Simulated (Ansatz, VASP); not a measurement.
**As2S in VASP and in Ansatz**

```
As S
1.0
     4.96352    0.00000    0.00000
     0.00000    4.96352    0.00000
     0.00000    0.00000    5.13067
As S
4 2
Direct
  0.00000 0.00000 0.00000
  0.50000 0.50000 0.00000
  0.00000 0.50000 0.20164
  0.50000 0.00000 0.79836
  0.00000 0.50000 0.62289
  0.50000 0.00000 0.37711
```

Alike in both runs: functional r2SCAN; k mesh 8 × 8 × 8; occupations gaussian, width 0.1 eV; no spin polarisation.

Ansatz relaxed the structure, and its values are those at the end. VASP's run is a single point on that final structure, the one shown.

```csv
,VASP,Ansatz
version,VASP 6.6.1,Ansatz 0.2.0
potentials or method,"VASP PAW PBE potentials, release 64 (As, S), cutoff 520 eV","scalar-relativistic, plane waves, PAW"
valence electrons in the cell,32,72
```

|  | VASP | Ansatz | Ansatz less VASP |
| --- | --- | --- | --- |
| gap on the k mesh at the Fermi level (eV) | none | none | - |
| pressure (GPa) | -0.1 | 0.0 | +0.12 |
| rms of the force components (eV/Å) | 0.010 | 0.000 | -0.0099 |

VASP's potentials were made for PBE, not for r2SCAN. A gap of «none» marks a metal or a gap that the smearing closes. VASP's potentials hold 32 valence electrons a cell and Ansatz's 72, so a difference there can come from the potentials and not from the codes.
